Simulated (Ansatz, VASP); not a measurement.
## Two plane-wave programs on BAs

Contents of INCAR:

```
PREC     = Accurate       # precision mode
ENCUT    = 520            # plane-wave cutoff, eV
EDIFF    = 1E-7           # SCF threshold, eV
ISMEAR   = 0              # smearing method
SIGMA    = 0.05           # smearing width, eV
LREAL    = F              # projectors in reciprocal space
LASPH    = T              # aspherical terms in the spheres
NELM     = 100            # most SCF steps
ALGO     = Normal         # electronic algorithm
ISIF     = 2              # what is computed and relaxed
LWAVE    = F              # write WAVECAR
LCHARG   = F              # write CHGCAR
GGA      = PE             # functional
NBANDS   = 11             # bands
```

KPOINTS

```
regular mesh
0
Gamma
  10 10 10
```

POSCAR

```
BAs
1.0
    0.0000000000      2.5795800000      2.2929600000
    2.5795800000      0.0000000000      2.2929600000
    2.5795800000      2.5795800000      0.0000000000
B As
1 1
Direct
    0.0000000000      0.0000000000      0.0000000000
    0.7500000000      0.7500000000      0.7500000000
```

Input for Ansatz:

```yaml
crystal:
  lattice:
    - [0.0, 2.57958, 2.29296]
    - [2.57958, 0.0, 2.29296]
    - [2.57958, 2.57958, 0.0]
  atoms:
    - { symbol: B, position: [0.0, 0.0, 0.0] }
    - { symbol: As, position: [0.75, 0.75, 0.75] }
basis:
  ecutwfc: 420
kpoints:
  mp_grid: { grid: [10, 10, 10] }
hamiltonian:
  xc: pbe
scf:
  occupations: { method: gaussian, width: 0.05 }
output:
  forces: true
  stress: true
  eigenvalues: true
```

Change from the starting cell: strain +0.080 along x and y, -0.040 along z, atoms carried along.

Alike in both runs: task single point; functional PBE; k mesh 10 × 10 × 10; occupations gaussian, width 0.05 eV; no spin polarisation.

|  | VASP | Ansatz |
| --- | --- | --- |
| version | VASP 6.6.1 | Ansatz 0.2.0 |
| potentials or method | VASP PAW PBE potentials, release 64 (B, As), cutoff 520 eV | scalar-relativistic, plane waves, PAW |
| valence electrons in the cell | 8 | 18 |

Ansatz gave:

* gap on the k mesh at the Fermi level (eV): none
* pressure (GPa): -10.1
* traceless stress, the component that is largest in VASP (GPa): 12.02

Question: Which values does VASP return?

Answer: gap on the k mesh at the Fermi level (eV): none; pressure (GPa): -9.7; traceless stress, the component that is largest in VASP (GPa): 11.98.

A gap of «none» marks a metal or a gap that the smearing closes. VASP's potentials hold 8 valence electrons a cell and Ansatz's 18, so a difference there can come from the potentials and not from the codes.
